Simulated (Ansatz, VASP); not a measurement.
## One calculation of KCl, two programs

Contents of INCAR:

```
PREC = Accurate
ENCUT = 520
EDIFF = 1E-6
ISMEAR = 0
SIGMA = 0.05
LREAL = F
LASPH = T
NELM = 100
ALGO = Normal
ISIF = 2
LWAVE = F
LCHARG = T
GGA = PS
LELF = T
LVHAR = T
NBANDS = 15
```

File KPOINTS:

```
regular mesh
0
Gamma
  6 6 6
```

POSCAR

```
KCl
1.0
    4.0311558000      0.0000000000      0.0000000000
    0.0000000000      4.0311558000      0.0000000000
    0.0000000000      0.0000000000      3.8391960000
K Cl
1 1
Direct
    0.0000000000      0.0000000000      0.0000000000
    0.5000000000      0.5000000000      0.5000000000
```

Input for Ansatz:

```yaml
crystal:
  lattice:
    - [4.0311558, 0.0, 0.0]
    - [0.0, 4.0311558, 0.0]
    - [0.0, 0.0, 3.839196]
  atoms:
    - { symbol: K, position: [0.0, 0.0, 0.0] }
    - { symbol: Cl, position: [0.5, 0.5, 0.5] }
basis:
  ecutwfc: 420
kpoints:
  mp_grid: { grid: [6, 6, 6] }
hamiltonian:
  xc: pbesol
scf:
  occupations: { method: gaussian, width: 0.05 }
output:
  forces: true
  stress: true
  eigenvalues: true
```

Change from the starting cell: strain +0.050 along x and y, +0.000 along z, atoms carried along.

Alike in both runs: task single point; functional PBEsol; k mesh 6 × 6 × 6; occupations gaussian, width 0.05 eV; no spin polarisation.

|  | VASP | Ansatz |
| --- | --- | --- |
| version | VASP 6.6.1 | Ansatz 0.2.0 |
| potentials or method | VASP PAW PBE potentials, release 64 (K_sv, Cl), cutoff 520 eV | scalar-relativistic, plane waves, PAW |
| valence electrons in the cell | 16 | 16 |

|  | VASP | Ansatz | Ansatz less VASP |
| --- | --- | --- | --- |
| gap on the k mesh at the Fermi level (eV) | 4.11 | 4.11 | +0.002 |
| least direct gap on the mesh (eV) | 4.27 | 4.27 | +0.002 |
| pressure (GPa) | -2.5 | -2.5 | 0.00 |
| traceless stress, the component that is largest in VASP (GPa) | 1.21 | 1.22 | +0.002 |

VASP's potentials were made for PBE, not for PBEsol.
